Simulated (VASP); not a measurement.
Here is a VASP 6.6.1 calculation.

Contents of INCAR:

```
PREC = Accurate
ENCUT = 520
EDIFF = 1E-6
ISMEAR = 0
SIGMA = 0.01
LREAL = F
LASPH = T
NELM = 60
ALGO = Normal
ISIF = 2
LWAVE = F
LCHARG = F
GGA = CA
NBANDS = 17
```

The input KPOINTS:

```
regular mesh
0
Gamma
  4 4 4
```

POSCAR

```
H4BrN
1.0
    3.9641236279      0.0000000000      0.0000000000
    0.0000000000      3.9641236279      0.0000000000
    0.0000000000      0.0000000000      3.9641236279
H Br N
4 1 1
Direct
    0.1480000000      0.1480000000      0.1480000000
    0.1480000000      0.8520000000      0.8520000000
    0.8520000000      0.8520000000      0.1480000000
    0.8520000000      0.1480000000      0.8520000000
    0.5000000000      0.5000000000      0.5000000000
    0.0000000000      0.0000000000      0.0000000000
```

Potentials or basis: VASP PAW LDA potentials, release 64 (H, Br, N).

Command:

```bash
$ cat potpaw_LDA.64/H/POTCAR potpaw_LDA.64/Br/POTCAR potpaw_LDA.64/N/POTCAR > POTCAR
$ mpirun -np 1 vasp_std > vasp.out
```

**Question.** Predict the band gap on the k mesh.

**Answer.** 4.07 eV, indirect (least direct gap 4.16 eV).

**Question.** Estimate the largest force.

**Answer.** 1.338 eV/Å.

**Question.** Predict the pressure.

**Answer.** 3.1 GPa.

Forces on the atoms (eV/Å):
```
H    0.773  0.773  0.773
H    0.773 -0.773 -0.773
H   -0.773 -0.773  0.773
H   -0.773  0.773 -0.773
Br   0.000  0.000  0.000
N    0.000  0.000  0.000
```

Caveat: forces of over 1 eV/Å act on the atoms, so gaps and moduli don't describe the material at rest. A k mesh can miss the band edges.
